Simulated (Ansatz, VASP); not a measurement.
# One calculation of Ru2F, two programs

File INCAR:

```
SYSTEM = Ru2F
  PREC = Accurate
  ENCUT = 600
  EDIFF = 1E-6
  ISMEAR = 0
  SIGMA = 0.1
  LREAL = .False.
  LASPH = .True.
  NELM = 200
  ALGO = Normal
  ISIF = 2
  LWAVE = .False.
  LCHARG = .True.
  ISPIN = 2
  MAGMOM = 1 1 1 1 0 0
  LORBIT = 11
  LMAXMIX = 4
  GGA = PE
  LELF = .True.
  LVHAR = .True.
  NBANDS = 48
  GGA_COMPAT = .False.
```

File KPOINTS:

```
regular mesh
0
Gamma
  6 4 4
  0 0 0
```

POSCAR

```
Ru2F
1.0
    2.6491615716      0.0000000000      0.0000000000
    0.1238818251      4.7881540552      0.0000000000
    0.2887916460      1.4597974433      6.2515026090
Ru F
4 2
Direct
    0.2467409613      0.2011485504      0.9018613171
    0.7463937139      0.7776745759      0.4566468739
    0.7532590387      0.7988514496      0.0981386829
    0.2536062861      0.2223254241      0.5433531261
    0.7539282157      0.6071227532      0.8226038810
    0.2460717843      0.3928772468      0.1773961190
```

Input for Ansatz:

```yaml
crystal:
  lattice:
    - [2.6491615716, 0.0, 0.0]
    - [0.1238818251, 4.7881540552, 0.0]
    - [0.288791646, 1.4597974433, 6.251502609]
  atoms:
    - { symbol: Ru, position: [0.2467409613, 0.2011485504, 0.9018613171], spin: 1.0 }
    - { symbol: Ru, position: [0.7463937139, 0.7776745759, 0.4566468739], spin: 1.0 }
    - { symbol: Ru, position: [0.7532590387, 0.7988514496, 0.0981386829], spin: 1.0 }
    - { symbol: Ru, position: [0.2536062861, 0.2223254241, 0.5433531261], spin: 1.0 }
    - { symbol: F, position: [0.7539282157, 0.6071227532, 0.822603881] }
    - { symbol: F, position: [0.2460717843, 0.3928772468, 0.177396119] }
basis:
  ecutwfc: 420
kpoints:
  mp_grid: { grid: [6, 4, 4] }
hamiltonian:
  xc: pbe
scf:
  occupations: { method: gaussian, width: 0.1 }
  lower_state_search: "off"
output:
  forces: true
  stress: true
  eigenvalues: true
  populations: true
magnetization:
  spin_polarized: true
```

Change from the starting cell: the structure that the rattled cell fell into.

Alike in both runs: task single point; functional PBE; k mesh 6 × 4 × 4; occupations gaussian, width 0.1 eV; collinear spin.

|  | VASP | Ansatz |
| --- | --- | --- |
| version | VASP 6.6.1 | Ansatz 0.2.0 |
| potentials or method | VASP PAW PBE potentials, release 64 (Ru_pv, F), cutoff 600 eV | scalar-relativistic, plane waves, PAW |
| valence electrons in the cell | 70 | 78 |

|  | VASP | Ansatz | Ansatz less VASP |
| --- | --- | --- | --- |
| gap on the k mesh at the Fermi level (eV) | none | none | - |
| pressure (GPa) | 4.4 | 4.3 | -0.06 |
| traceless stress, the component that is largest in VASP (GPa) | 3.60 | 3.46 | -0.136 |
| rms of the force components (eV/Å) | 0.198 | 0.169 | -0.0297 |
| net moment per atom (μB) | 0.00 | 0.00 | 0.000 |

Atom by atom the forces differ by 0.039 eV/Å (rms over components). A gap of «none» marks a metal or a gap that the smearing closes. VASP's potentials hold 70 valence electrons a cell and Ansatz's 78, so a difference there can come from the potentials and not from the codes. Ansatz's warnings: seeded moment not kept.

The k mesh is coarse, so the values compare programs but aren't converged.
